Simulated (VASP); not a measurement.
A run of VASP 6.6.1 is set up as follows.

INCAR

```
  ALGO = Normal
  EDIFF = 1E-6
  ENCUT = 500
  GGA = PS
  GGA_COMPAT = False
  ISIF = 2
  ISMEAR = 1
  LASPH = True
  LCHARG = False
  LREAL = False
  LWAVE = False
  NBANDS = 18
  NELM = 120
  PREC = Accurate
  SIGMA = 0.1
```

File KPOINTS:

```
k-points
0
Gamma
  11 11 6
```

The input POSCAR:

```
Ag
1.0
    2.8769566333      0.0000000000      0.0000000000
   -1.4384783166      2.4915171048      0.0000000000
    0.0000000000      0.0000000000      4.7032840524
Ag
2
Direct
    0.3333333333      0.6666666667      0.2500000000
    0.6666666667      0.3333333333      0.7500000000
```

Potentials or basis: VASP PAW PBE potentials, release 64 (Ag).

The run is started by

```bash
$ cat potpaw_PBE.64/Ag/POTCAR > POTCAR
$ mpirun -np 1 vasp_std > vasp.out
```

(1) Estimate the band gap on the k mesh.

(2) What does it give for the pressure?

Results:

(1) zero (band 11 reaches 11.89 eV, above the bottom of band 12 at 4.99 eV).

(2) -1.5 GPa.

Caveat: the PAW data sets were made with another functional, which shifts forces and pressure a little.
